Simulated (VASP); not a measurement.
Runs of VASP 6.6.1 on N. The structure is that of space group P6_3/mmc (No. 194), or close to it. The cells are those of the table. 

| cell | gap on the mesh (eV) | pressure (GPa) | largest force (eV/Å) |
| --- | --- | --- | --- |
| a = 4.501, b = 4.501, c = 6.726 Å, angles 90.0, 90.0, 120.0°, 4 atoms | 7.58 | 8.7 | (c) |
| a = 4.501, b = 4.501, c = 7.566 Å, angles 90.0, 90.0, 120.0°, 4 atoms | 6.42 | -8.9 | 9.20 |
| a = 4.334, b = 4.334, c = 7.566 Å, angles 90.0, 90.0, 120.0°, 4 atoms | 6.35 | -9.6 | 9.20 |
| a = 4.001, b = 4.001, c = 7.566 Å, angles 90.0, 90.0, 120.0°, 4 atoms | 6.19 | (b) | 9.20 |
| a = 4.001, b = 4.001, c = 6.726 Å, angles 90.0, 90.0, 120.0°, 4 atoms | (a) | 11.3 | 9.24 |

Alike in all rows: task single point; level PBEsol; potentials or basis VASP PAW PBE potentials, release 64 (N); no spin polarisation; k mesh 6 × 6 × 4; cutoff (eV) 520; smearing gaussian 0.05 eV.

Fill in the values left out.

(a) 7.21; (b) -11.1; (c) 9.25.

Caveats: the standard files for N, O and F lose accuracy on very short bonds; the PAW data sets were made with another functional, which shifts forces and pressure a little.

A k mesh can miss the band edges.
